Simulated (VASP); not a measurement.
# TiN (Fm-3m) in VASP: vibrations by perturbation theory with PBE

Aim: the vibrations by perturbation theory of TiN with PBE.

All numbers are computed with VASP 6.6.1; they aren't measurements. Logs are shortened: lines on timing, memory, paths and dates and some standing lists are left out, and cuts for length are marked.

### Step 1. The cell of the first run

The structure is cubic, space group Fm-3m (No. 225). The conventional cell has a = 4.240 Å, b = 4.240 Å, c = 4.240 Å, α = 90.00°, β = 90.00°, γ = 90.00°. Within 2.8 Å of Ti (site symmetry m-3m) lie 6 N at 2.12 Å. N (site symmetry m-3m) has 6 Ti at 2.12 Å within 2.8 Å.

### Step 2. Vibrations by perturbation theory, PBE

The input, INCAR:

```
SYSTEM = TiN
PREC = Accurate
ENCUT = 520
EDIFF = 1E-8
ISMEAR = 1
SIGMA = 0.2
LREAL = .False.
LASPH = .True.
NELM = 100
ALGO = Normal
ISIF = 2
LWAVE = .False.
LCHARG = .False.
GGA = PE
IBRION = 8
NSW = 1
```

The input, KPOINTS:

```
Automatic mesh
0
Gamma
  12 12 12
  0 0 0
```

The input, POSCAR:

```
TiN
1.0
    0.0000000000      2.1200000000      2.1200000000
    2.1200000000      0.0000000000      2.1200000000
    2.1200000000      2.1200000000      0.0000000000
Ti N
1 1
Direct
    0.0000000000      0.0000000000      0.0000000000
    0.5000000000      0.5000000000      0.5000000000
```

Potentials or basis: VASP PAW PBE potentials, release 64 (Ti_sv, N).

Launch:

```bash
cat potpaw_PBE.64/Ti_sv/POTCAR potpaw_PBE.64/N/POTCAR > POTCAR
mpirun -np 1 vasp_std > vasp.out
```

OUTCAR:

```text
SYSTEM = TiN
   PREC = Accurate
   ENCUT = 520
   EDIFF = 1E-8
   ISMEAR = 1
   LREAL = .False.
   LASPH = .True.
   NELM = 100
   ISIF = 2
   GGA = PE
   IBRION = 8
   NSW = 1

 ion  position               nearest neighbor table
   1  0.000  0.000  0.000-   2 2.12   2 2.12   2 2.12   2 2.12   2 2.12   2 2.12
   2  0.500  0.500  0.500-   1 2.12   1 2.12   1 2.12   1 2.12   1 2.12   1 2.12

  LATTYP: Found a face centered cubic cell.
 ALAT       =     4.2400000000

  Lattice vectors:

 A1 = (   0.0000000000,   2.1200000000,   2.1200000000)
 A2 = (   2.1200000000,   0.0000000000,   2.1200000000)
 A3 = (   2.1200000000,   2.1200000000,   0.0000000000)

Analysis of symmetry for initial positions (statically):
[... 5 lines left out ...]
 face centered cubic supercell.

 Subroutine GETGRP returns: Found 48 space group operations
 (whereof 48 operations were pure point group operations)
 out of a pool of 48 trial point group operations.

The static configuration has the point symmetry O_h .

Analysis of symmetry for dynamics (positions and initial velocities):
[... 5 lines left out ...]
 face centered cubic supercell.

 Subroutine GETGRP returns: Found 48 space group operations
 (whereof 48 operations were pure point group operations)
 out of a pool of 48 trial point group operations.

The dynamic configuration has the point symmetry O_h .

 Subroutine INISYM returns: Found 48 space group operations
 (whereof 48 operations are pure point group operations),
 and found     1 'primitive' translations

----------------------------------------------------------------------------------------

                                     Primitive cell

  volume of cell :      19.0563

  direct lattice vectors                    reciprocal lattice vectors
     0.000000000  2.120000000  2.120000000    -0.235849057  0.235849057  0.235849057
     2.120000000  0.000000000  2.120000000     0.235849057 -0.235849057  0.235849057
     2.120000000  2.120000000  0.000000000     0.235849057  0.235849057 -0.235849057

  length of vectors
     2.998132752  2.998132752  2.998132752     0.408502549  0.408502549  0.408502549

  position of ions in fractional coordinates (direct lattice)
     0.000000000  0.000000000  0.000000000
     0.500000000  0.500000000  0.500000000

  ion indices of the primitive-cell ions
   primitive index   ion index
                 1           1
                 2           2

----------------------------------------------------------------------------------------

 KPOINTS: Automatic mesh

Automatic generation of k-mesh.
 Grid dimensions read from file:
 generate k-points for:   12   12   12

 Generating k-lattice:

  Cartesian coordinates                     Fractional coordinates (reciprocal lattice)
    -0.019654088  0.019654088  0.019654088     0.083333333  0.000000000  0.000000000
     0.019654088 -0.019654088  0.019654088     0.000000000  0.083333333  0.000000000
     0.019654088  0.019654088 -0.019654088     0.000000000  0.000000000  0.083333333

  Length of vectors
     0.034041879  0.034041879  0.034041879

  Shift w.r.t. Gamma in fractional coordinates (k-lattice)
     0.000000000  0.000000000  0.000000000

 Subroutine IBZKPT returns following result:
 ===========================================

 Found     72 irreducible k-points:

 Following reciprocal coordinates:
            Coordinates               Weight
  0.000000  0.000000  0.000000      1.000000
  0.083333  0.000000  0.000000      8.000000
  0.166667  0.000000  0.000000      8.000000
  0.250000  0.000000  0.000000      8.000000
  0.333333  0.000000  0.000000      8.000000
  0.416667  0.000000  0.000000      8.000000
[... 16 lines left out ...]
  0.500000  0.166667  0.000000     24.000000
 -0.416667  0.166667  0.000000     24.000000
 [... further k-points ...]
   k-points           NKPTS =     72   k-points in BZ     NKDIM =     72   number of bands    NBANDS=     12
   number of dos      NEDOS =    301   number of ions     NIONS =      2
   total plane-waves  NPLWV =  13824
   dimension x,y,z NGX =    24 NGY =   24 NGZ =   24
   dimension x,y,z NGXF=    48 NGYF=   48 NGZF=   48
   ions per type =               1   1
   NGX,Y,Z   is equivalent  to a cutoff of  13.31, 13.31, 13.31 a.u.
   NGXF,Y,Z  is equivalent  to a cutoff of  26.62, 26.62, 26.62 a.u.
 SYSTEM =  TiN
   PREC   = accura    normal or accurate (medium, high low for compatibility)
   ISTART =      0    job   : 0-new  1-cont  2-samecut
   ICHARG =      2    charge: 1-file 2-atom 10-const
   ISPIN  =      1    spin polarized calculation?
   LNONCOLLINEAR =      F non collinear calculations
   LSORBIT =      F    spin-orbit coupling
   LASPH  =      T    aspherical Exc in radial PAW
   ENCUT  =  520.0 eV  38.22 Ry    6.18 a.u.   5.57  5.57  5.57*2*pi/ulx,y,z
   NELM   =    100;   NELMIN=  2; NELMDL= -5     # of ELM steps
   EDIFF  = 0.1E-07   stopping-criterion for ELM
   LREAL  =      F    real-space projection
   EDIFFG = 0.1E-06   stopping-criterion for IOM
   NSW    =      1    number of steps for IOM
   IBRION =      8    ionic relax: 0-MD 1-quasi-New 2-CG
   NFREE  =      0    steps in history (QN), initial steepest desc. (CG)
   ISIF   =      2    stress and relaxation
   ISYM   =      2    0-nonsym 1-usesym 2-fastsym
   POTIM  = 0.5000    time-step for ionic-motion
   TEBEG  =    0.0;   TEEND  =   0.0 temperature during run
   PSTRESS=    0.0 pullay stress
   NELECT =      17.0000    total number of electrons
   NUPDOWN=      -1.0000    fix difference up-down
   EMIN   =  10.00;   EMAX   =-10.00  energy-range for DOS
   EFERMI =   0.00;   METHOD = LEGACY
   ISMEAR =     1;   SIGMA  =   0.20  broadening in eV -4-tet -1-fermi 0-gaus
   EFERMI_NEDOS =   21; number of points for ismear=-14 and -15
   IALGO  =     38    algorithm
   IMIX   =      4    mixing-type and parameters
     AMIX     =   0.40;   BMIX     =  1.00
     AMIX_MAG =   1.60;   BMIX_MAG =  1.00
  volume/ion in A,a.u.               =       9.53        64.30
  Fermi-wavevector in a.u.,A,eV,Ry     =   1.575960  2.978133 33.792122  2.483651
  Thomas-Fermi vector in A             =   2.676865
   LORBIT       =      0    0 simple, 1 ext, 2 COOP (PROOUT), +10 PAW based schemes
   GGA     = PE    functional components
   LHFCALC =     F    Hartree Fock is set to
   AEXX    =    0.0000 exact exchange contribution
   IVDW    =     0    specifies the selected vdW correction
   LEPSILON=     F    determine dielectric tensor
   LRPA    =     F    only Hartree local field effects (RPA)
 non-spin polarized calculation
 Methfessel and Paxton  Order N= 1 SIGMA  =   0.20
  energy-cutoff  :      520.00
  volume of cell :       19.06
 maximum number of plane-waves:       532
 NGX is ok and might be reduce to    24
   NGX = 11   NGY = 11   NGZ = 11

--------------------------------------- Ionic step        1  -------------------------------------------

 number of electron      17.0000002 magnetization

 Free energy of the ion-electron system (eV)
  ---------------------------------------------------
  ext. energy  EPLUGINS =         0.00000000
  ---------------------------------------------------
  free energy    TOTEN  =       -19.63741111 eV

  energy without entropy =      -19.63807325  energy(sigma->0) =      -19.63763183

 E-fermi :  11.4209     XC(G=0): -13.0272

 val. band max:       11.4140243041   @ k =   0.1667   0.0000   0.0000
 cond. band min:      11.4513188938   @ k =   0.0833   0.0833   0.0000
 fundamental gap:      0.0372945897
 Fermi energy:        11.4208714983

 k-point     1 :       0.0000    0.0000    0.0000
  band No.  band energies     occupation
      1     -46.4127      2.00000
      2     -22.3908      2.00000
      3     -22.3908      2.00000
      4     -22.3908      2.00000
      5      -5.6427      2.00000
      6       9.4225      2.00000
      7       9.4225      2.00000
      8       9.4225      2.00000
      9      10.8446      2.00036
     10      10.8446      2.00036
     11      10.8446      2.00036
     12      12.0375     -0.00012
[... 331 lines left out ...]
 k-point    24 :      -0.4167    0.1667    0.0000
  band No.  band energies     occupation
      1     -46.3061      2.00000
      2     -22.9662      2.00000
      3     -22.5589      2.00000
      4     -22.4693      2.00000
      5      -3.3801      2.00000
      6       3.9713      2.00000
      7       6.0270      2.00000
      8       6.1846      2.00000
      9      12.7197     -0.00000
     10      13.0414     -0.00000
     11      13.5606     -0.00000
     12      15.9260      0.00000

 [... further k-points ...]
[... 5 lines left out ...]
  --------------------------------------------------------------------------------------
  -------------------------------------------------------------------------------------
  Total        0.2124251      0.2124251      0.2124251      0.0000000     -0.0000000      0.0000000
  in kB       17.8598906     17.8598906     17.8598906      0.0000000     -0.0000000      0.0000000
  external PRESSURE =      17.8598906 kB  Pullay stress =       0.0000000 kB

 VOLUME and BASIS-vectors are now :
 -----------------------------------------------------------------------------
  energy-cutoff  :      520.00
  volume of cell :       19.06
      direct lattice vectors                 reciprocal lattice vectors
     0.000000000  2.120000000  2.120000000    -0.235849057  0.235849057  0.235849057
     2.120000000  0.000000000  2.120000000     0.235849057 -0.235849057  0.235849057
     2.120000000  2.120000000  0.000000000     0.235849057  0.235849057 -0.235849057

 POSITION                                       TOTAL-FORCE (eV/Angst)
 -----------------------------------------------------------------------------------
      0.00000      0.00000      0.00000         0.000000     -0.000000      0.000000
      2.12000      2.12000      2.12000         0.000000      0.000000     -0.000000
 -----------------------------------------------------------------------------------
    total drift:                                0.000000     -0.000000     -0.000000

  FREE ENERGIE OF THE ION-ELECTRON SYSTEM (eV)
  ---------------------------------------------------
  free  energy   TOTEN  =       -19.6374111103 eV

  energy  without entropy=      -19.6380732544  energy(sigma->0) =      -19.63763183

[... ionic steps 2 to 3 ...]

--------------------------------------- Ionic step        4  -------------------------------------------

------------------------ aborting loop because EDIFF is reached ----------------------------------------

[... ionic steps 5 to 6 ...]

--------------------------------------- Ionic step        7  -------------------------------------------

 Free energy of the ion-electron system (eV)
  ---------------------------------------------------
  ---------------------------------------------------
  free energy    TOTEN  =        -0.23279474 eV

  energy without entropy =       -0.23279474

------------------------ aborting loop because EDIFF is reached ----------------------------------------

 INTERNAL STRAIN TENSOR  FOR ION    2  DIRECTION 1   (eV/Angst):
 -----------------------------------------------------------------------------
     0.02254 -0.00000 -0.00000
    -0.00000 -0.01497  0.00000
     0.00000  0.00000 -0.01497

 INTERNAL STRAIN TENSOR FOR ION    2 for displacements in x,y,z  (eV/Angst):
          X           Y           Z          XY          YZ          ZX
  --------------------------------------------------------------------------------
  x     0.00000     0.00000     0.00000     0.00000     0.00000     0.00000
  y     0.00000     0.00000     0.00000     0.00000     0.00000     0.00000
  z     0.00000     0.00000     0.00000     0.00000     0.00000     0.00000

 SECOND DERIVATIVES (NOT SYMMETRIZED)
 ------------------------------------
               1X          1Y          1Z          2X          2Y          2Z
  1X   -10.535423    0.000000    0.000000   10.535423    0.000000    0.000000
  1Y     0.000000  -10.535423    0.000000    0.000000   10.535423    0.000000
  1Z     0.000000    0.000000  -10.535423    0.000000    0.000000   10.535423
  2X    10.460317    0.000000    0.000000  -10.460317    0.000000    0.000000
  2Y     0.000000   10.460317    0.000000    0.000000  -10.460317    0.000000
  2Z     0.000000    0.000000   10.460317    0.000000    0.000000  -10.460317

 Eigenvectors and eigenvalues of the dynamical matrix
 ----------------------------------------------------

   1 f  =   15.374400 THz    96.600205 2PiTHz  512.834787 cm-1    63.583381 meV
             X         Y         Z           dx          dy          dz
      0.000000  0.000000  0.000000     0.000000    0.000000   -0.476983
      2.120000  2.120000  2.120000     0.000000    0.000000    0.878912

   2 f  =   15.374400 THz    96.600205 2PiTHz  512.834787 cm-1    63.583381 meV
             X         Y         Z           dx          dy          dz
      0.000000  0.000000  0.000000     0.476983   -0.000000   -0.000000
      2.120000  2.120000  2.120000    -0.878912   -0.000000   -0.000000
[... 11 lines left out ...]
   5 f/i=    0.023056 THz     0.144868 2PiTHz    0.769078 cm-1     0.095354 meV
             X         Y         Z           dx          dy          dz
      0.000000  0.000000  0.000000     0.242380    0.814444    0.224543
      2.120000  2.120000  2.120000     0.131539    0.441997    0.121859

   6 f/i=    0.023056 THz     0.144868 2PiTHz    0.769078 cm-1     0.095354 meV
             X         Y         Z           dx          dy          dz
      0.000000  0.000000  0.000000     0.844830   -0.233967   -0.063315
      2.120000  2.120000  2.120000     0.458487   -0.126973   -0.034361

--------------------------------------------------------------------------------------------------------

 ELASTIC MODULI CONTR FROM IONIC RELAXATION (kBar)
 Direction    XX          YY          ZZ          XY          YZ          ZX
 --------------------------------------------------------------------------------
 XX           0.0000      0.0000      0.0000      0.0000      0.0000      0.0000
 YY           0.0000      0.0000      0.0000      0.0000      0.0000      0.0000
 ZZ           0.0000      0.0000      0.0000      0.0000      0.0000      0.0000
 XY           0.0000      0.0000      0.0000      0.0000      0.0000      0.0000
 YZ           0.0000      0.0000      0.0000      0.0000      0.0000      0.0000
 ZX           0.0000      0.0000      0.0000      0.0000      0.0000      0.0000
 --------------------------------------------------------------------------------
```

It took 97 s on 1 thread of Intel Xeon Platinum 8375C at 2.90GHz (Ice Lake), shared host; peak memory 0.23 GiB.

What came out:

```
Highest phonon frequency at Γ, LO-TO splitting left out : 513 cm⁻¹
```

Phonon frequencies in cm⁻¹ (negative: imaginary):
```
              q point           frequencies
(0.000, 0.000, 0.000)  -1 -1 -1 513 513 513
```

Caveat: the cell wasn't relaxed at this level first, which shifts response properties.
